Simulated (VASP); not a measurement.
Wanted: the native input for a VASP 6.6.1 run.

| Quantity | Value |
| --- | --- |
| Task | single point |
| Functional | r2SCAN |
| Potentials or basis | VASP PAW PBE potentials, release 64 (Sr_sv, O) |
| Cutoff | 520 eV |
| k mesh | 8 × 8 × 8 |
| Occupations | gaussian, width 0.05 eV |
| Spin | no spin polarisation |
| Dipole correction | no |
| Further INCAR settings | ALGO = Normal; EDIFF = 1e-06; NBANDS = 15 |

The system is SrO.

```
Sr O
1.0
     0.00000    2.56980    2.56980
     2.56980    0.00000    2.56980
     2.56980    2.56980    0.00000
Sr O
1 1
Direct
  0.00000 0.00000 0.00000
  0.47936 0.50000 0.50000
```

This cell differs from its parent crystal: all O atoms moved +0.075 Å, as atom 2 towards its neighbour atom 2 (O) at 3.634 Å.

One way to write it, as run:

POSCAR

```
SrO
1.0
    0.0000000000      2.5698000000      2.5698000000
    2.5698000000      0.0000000000      2.5698000000
    2.5698000000      2.5698000000      0.0000000000
Sr O
1 1
Direct
    0.0000000000      0.0000000000      0.0000000000
    0.4793629821      0.5000000000      0.5000000000
```

INCAR.step1

```
SYSTEM = SrO
PREC = Accurate ; ENCUT = 520
ISMEAR = 0 ; SIGMA = 0.05
LREAL = .FALSE. ; LASPH = .TRUE.
NELM = 80 ; NBANDS = 15
GGA = PE ; ALGO = Normal
EDIFF = 1E-4 ; LWAVE = .TRUE.
LCHARG = .FALSE.
```

INCAR.step2

```
SYSTEM = SrO
PREC = Accurate ; ENCUT = 520
EDIFF = 1E-6 ; ISMEAR = 0
SIGMA = 0.05 ; LREAL = .FALSE.
LASPH = .TRUE. ; NELM = 80
ALGO = Normal ; ISIF = 2
LWAVE = .FALSE. ; LCHARG = .FALSE.
METAGGA = R2SCAN ; LMIXTAU = .TRUE.
NBANDS = 15 ; ISTART = 1
```

KPOINTS

```
regular mesh
0
G
  8 8 8
  0 0 0
```

Potentials or basis: VASP PAW PBE potentials, release 64 (Sr_sv, O).

Command:

```console
$ cat potpaw_PBE.64/Sr_sv/POTCAR potpaw_PBE.64/O/POTCAR > POTCAR
$ cp INCAR.step1 INCAR
$ mpirun -np 1 vasp_std > vasp.out
$ cp INCAR.step2 INCAR
$ mpirun -np 1 vasp_std > vasp.out
```

It gave:

| Property | Result |
| --- | --- |
| Pressure | 1.8 GPa |
| Largest force | 0.196 eV/Å |
| Band gap on the k mesh | 3.78 eV, indirect (least direct gap 3.85 eV) |

Caveat: the cell differs from its parent crystal (all O atoms moved +0.075 Å, as atom 2 towards its neighbour atom 2 (O) at 3.634 Å); the PAW data sets were made with another functional, which shifts forces and pressure a little.

It took 2.1 min on 1 thread of AMD EPYC 9R45 96-Core Processor (Zen 5), on a shared host, peak memory 0.17 GiB.
